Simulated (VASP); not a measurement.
# Zn8Se7S: single point with PBEsol

The system is Zn8Se7S.

```xyz
64
Lattice="11.1969 0.0000 0.0000 0.0000 11.1969 0.0000 0.0000 0.0000 11.1969" Properties=species:S:1:pos:R:3 pbc="T T T"
Zn    0.0121    0.0067   11.1894
Zn   11.1471   11.1432    5.6540
Zn    0.0041    5.6056   11.1883
Zn    0.0117    5.4958    5.6077
Zn    5.6110   11.1911   11.1881
Zn    5.6026    0.0057    5.6068
Zn    5.5504    5.6466   11.1443
Zn    5.6095    5.6046    5.6053
Zn    2.7966    2.8044   11.1927
Zn    2.7441    2.8486    5.5587
Zn    2.8450    8.3393   11.1466
Zn    2.7940    8.3824    5.6067
Zn    8.4056    2.8024   11.1921
Zn    8.4589    2.8462    5.6523
Zn    8.4034    8.3897   11.1890
Zn    8.4543    8.4314    5.6571
Zn    2.7970   11.1865    2.8011
Zn    2.7880    0.0115    8.3857
Zn    2.7420    5.5386    2.8593
Zn    2.8439    5.6572    8.4448
Zn    8.4138    0.0132    2.8128
Zn    8.4477   11.1378    8.3469
Zn    8.4007    5.6054    2.8031
Zn    8.4602    5.5426    8.3371
Zn    0.0545    2.8409    2.8639
Zn   11.1573    2.8545    8.3456
Zn    0.0107    8.3793    2.8043
Zn   11.1546    8.4354    8.3389
Zn    5.6048    2.8089    2.8007
Zn    5.6054    2.7971    8.3880
Zn    5.6041    8.3913    2.8082
Zn    5.5600    8.3356    8.4492
Se    1.3981    1.4114    1.4109
Se    1.3701    1.4123    6.9773
Se    1.4204    6.9791    1.3971
Se    1.3800    6.9722    6.9945
Se    7.0031    1.3974    1.3971
Se    7.0312    1.3966    6.9956
Se    6.9877    6.9891    1.3818
Se    7.0164    6.9951    7.0122
Se    4.1896    4.2165    1.3956
Se    4.1799    4.2088    6.9951
Se    4.1977    9.7770    1.3813
Se    4.2024    9.7768    7.0108
Se    9.8180    4.1937    1.4119
Se    9.8049    9.7916    1.3979
Se    4.1844    1.4120    4.2015
Se    4.1984    1.3973    9.7893
Se    4.1841    6.9767    4.1943
Se    9.8182    1.4103    4.2279
Se    9.7999    1.3976    9.7607
Se    9.8171    6.9751    4.2330
Se    9.7993    6.9924    9.7603
Se    1.4000    4.2086    9.7722
Se    1.3858    9.7928    4.2160
Se    1.4002    9.7725    9.7777
Se    7.0174    4.1934    4.2155
Se    7.0015    4.2157    9.7796
Se    7.0185    9.7885    4.2156
Se    7.0030    9.7792    9.7720
S     9.8139    4.1965    6.9801
S     9.7999    9.7884    6.9954
S     4.1973    6.9929    9.7895
S     1.3850    4.1953    4.2131
```

| Item | Value |
| --- | --- |
| Program | VASP 6.6.1 |
| Task | single point |
| Functional | PBEsol |
| Potentials or basis | VASP PAW PBE potentials, release 64 (Zn, Se, S) |
| Cutoff | 500 eV |
| k mesh | 1 × 1 × 1, shifted |
| Occupations | fermi-dirac, width 0.05 eV |
| Spin | no spin polarisation |

* Pressure: 0.3 GPa
* Largest force: 0.035 eV/Å
* Band gap on the k mesh: 2.45 eV

Forces in eV/Å, atoms in the order of the input:
```
Zn   0.003 -0.002 -0.003
Zn   0.002  0.003 -0.006
Zn   0.002  0.002 -0.002
Zn  -0.001 -0.005 -0.011
Zn   0.005  0.002 -0.004
Zn   0.003  0.001 -0.007
Zn   0.002  0.006 -0.014
Zn   0.003  0.005 -0.006
Zn   0.004  0.000 -0.008
Zn   0.001  0.007 -0.014
Zn   0.011 -0.002 -0.015
Zn   0.004  0.008 -0.009
Zn   0.000  0.001 -0.005
Zn  -0.003  0.002 -0.005
Zn   0.006  0.004 -0.005
Zn   0.009  0.007 -0.001
Zn   0.008  0.004 -0.006
Zn   0.005  0.001 -0.004
Zn   0.003  0.003 -0.009
Zn   0.005  0.004 -0.009
Zn   0.005  0.000 -0.002
Zn   0.009  0.000 -0.010
Zn   0.005  0.002 -0.005
Zn   0.001  0.000 -0.009
Zn   0.005  0.002 -0.013
Zn  -0.005  0.006 -0.009
Zn   0.003  0.008 -0.007
Zn  -0.002  0.008 -0.010
Zn   0.007  0.001 -0.006
Zn   0.003  0.002 -0.005
Zn   0.005  0.005 -0.007
Zn   0.005  0.003 -0.008
Se  -0.007 -0.002  0.006
Se   0.005 -0.007  0.009
Se  -0.004 -0.006  0.012
Se   0.002 -0.001  0.013
Se  -0.007  0.000  0.002
Se   0.001  0.000  0.005
Se  -0.006 -0.004  0.008
Se  -0.002 -0.005  0.008
Se  -0.014 -0.003  0.015
Se   0.001 -0.005  0.010
Se  -0.010  0.000  0.006
Se  -0.003 -0.004  0.009
Se  -0.006 -0.004  0.007
Se  -0.010 -0.001  0.003
Se  -0.005 -0.001  0.008
Se  -0.002 -0.002  0.010
Se  -0.004 -0.005  0.006
Se  -0.006 -0.006  0.003
Se  -0.003 -0.002  0.003
Se  -0.005 -0.005  0.005
Se  -0.003 -0.005  0.005
Se   0.000 -0.005  0.013
Se  -0.007 -0.003  0.004
Se  -0.002 -0.003  0.004
Se  -0.005 -0.004  0.002
Se  -0.001  0.001  0.001
Se  -0.005  0.000  0.003
Se  -0.008 -0.002  0.004
S    0.024  0.007  0.000
S   -0.005 -0.011  0.007
S   -0.001 -0.006  0.015
S   -0.012  0.006  0.032
```

Stress tensor (GPa, compression positive):
```
 0.27 -0.31 -0.34
-0.31  0.27 -0.34
-0.34 -0.34  0.27
```

Levels at points of the mesh, in eV from the valence-band top:
```tsv
k point	band 284	band 285	band 286	band 287	band 288	band 289	band 290	band 291	band 292	band 293
(0.25, 0.25, 0.25)	-0.43	-0.39	-0.37	-0.01	0.00	2.45	2.79	3.31	3.33	3.36
```

Wall time 37 min on 1 thread of Intel(R) Xeon(R) Platinum 8488C (Sapphire Rapids), on a shared host, peak memory 1.2 GiB.

Caveat: the PAW data sets were made with another functional, which shifts forces and pressure a little; a shifted mesh leaves out Γ, where band edges can lie. A k mesh can miss the band edges.
